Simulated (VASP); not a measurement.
Wanted: the native input for a VASP 6.6.1 run.

| Property | Result |
| --- | --- |
| Task | single point |
| Functional | PBE |
| Potentials or basis | VASP PAW PBE potentials, release 64 (Pb_d, Se) |
| Cutoff | 520 eV |
| k mesh | 6 × 6 × 6 |
| Occupations | gaussian, width 0.01 eV |
| Spin | no spin polarisation |
| Dipole correction | no |
| Further INCAR settings | ALGO = Normal; EDIFF = 1e-06; NBANDS = 28 |

The structure of PbSe lies in POSCAR:

```
PbSe
1.0
    2.1377037770     -5.9967639440      0.0000000000
    2.1377037770      5.9967639440      0.0000000000
    0.0000000000      0.0000000000      4.4334888881
Pb Se
2 2
Direct
    0.6284359949      0.3715640051      0.7500000000
    0.3715640051      0.6284359949      0.2500000000
    0.8626836356      0.1373163644      0.7500000000
    0.1373163644      0.8626836356      0.2500000000
```

These files were run (other wordings do the same):

INCAR

```
SYSTEM = PbSe
ALGO = Normal
EDIFF = 1E-6
ENCUT = 520
GGA = PE
ISIF = 2
ISMEAR = 0
LASPH = .TRUE.
LCHARG = .FALSE.
LREAL = .FALSE.
LWAVE = .FALSE.
NBANDS = 28
NELM = 80
PREC = Accurate
SIGMA = 0.01
```

KPOINTS

```
k-points
0
G
  6 6 6
  0 0 0
```

Potentials or basis: VASP PAW PBE potentials, release 64 (Pb_d, Se).

Launch:

```console
$ cat potpaw_PBE.64/Pb_d/POTCAR potpaw_PBE.64/Se/POTCAR > POTCAR
$ mpirun -np 1 vasp_std > vasp.out
```

It gave:

```json
{
  "Pressure": "2.0 GPa",
  "Largest force": "0.157 eV/Å",
  "Band gap on the k mesh": "1.09 eV (least direct gap 1.22 eV)"
}
```

Caveat: spin-orbit coupling is left out, which moves the levels of the heavy elements.

It took 2.5 min on 1 thread of Intel(R) Xeon(R) Platinum 8259CL CPU @ 2.50GHz (Skylake/Cascade Lake), with other jobs on the host, peak memory 0.35 GiB.
